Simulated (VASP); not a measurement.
Set up this calculation in VASP 6.6.1, as the native input.

- Task: single point
- Functional: PBE
- Dispersion: D3(BJ)
- Potentials or basis: VASP PAW PBE potentials, release 64 (Zr_sv, C)
- Cutoff: 600 eV
- k mesh: 6 × 6 × 6
- Occupations: gaussian, width 0.1 eV
- Spin: no spin polarisation
- Dipole correction: no
- Further INCAR settings: ALGO = Normal; EDIFF = 1e-06; NBANDS = 15

The structure of ZrC lies in POSCAR:

```
ZrC
1.0
    0.0000000000      2.3350000000      2.3350000000
    2.3350000000      0.0000000000      2.3350000000
    2.3350000000      2.3350000000      0.0000000000
Zr C
1 1
Direct
    0.0000000000      0.0000000000      0.0000000000
    0.5000000000      0.5000000000      0.5000000000
```

These files were run (other wordings do the same):

INCAR

```
SYSTEM = ZrC
PREC     = Accurate       ! precision mode
ENCUT    = 600            ! plane-wave cutoff, eV
EDIFF    = 1E-6           ! SCF threshold, eV
ISMEAR   = 0              ! smearing method
SIGMA    = 0.1            ! smearing width, eV
LREAL    = .False.        ! projectors in reciprocal space
LASPH    = .True.         ! aspherical terms in the spheres
NELM     = 120            ! most SCF steps
ALGO     = Normal         ! electronic algorithm
ISIF     = 2              ! what is computed and relaxed
LWAVE    = .False.        ! write WAVECAR
LCHARG   = .True.         ! write CHGCAR
GGA      = PE             ! functional
IVDW     = 12             ! dispersion correction
LELF     = .True.         ! ELF
LVHAR    = .True.       
NBANDS   = 15             ! bands
GGA_COMPAT= .False.
```

KPOINTS

```
Automatic mesh
0
Gamma
  6 6 6
  0 0 0
```

Potentials or basis: VASP PAW PBE potentials, release 64 (Zr_sv, C).

The run is started by

```sh
$ cat potpaw_PBE.64/Zr_sv/POTCAR potpaw_PBE.64/C/POTCAR > POTCAR
$ mpirun -np 1 vasp_std > vasp.out
```

It gave:

The pressure is 0.7 GPa. The band gap on the k mesh is zero (bands 8 and 9 overlap by 1.20 eV) and the dispersion energy per atom is -0.408 eV.

Caveat: the k points lie up to 0.39 Å⁻¹ apart, too coarse for converged energies and pressures of a metal.

It took 12 s on 1 thread of Intel(R) Xeon(R) Platinum 8375C CPU @ 2.90GHz (Ice Lake), with other jobs on the host, peak memory 0.16 GiB.
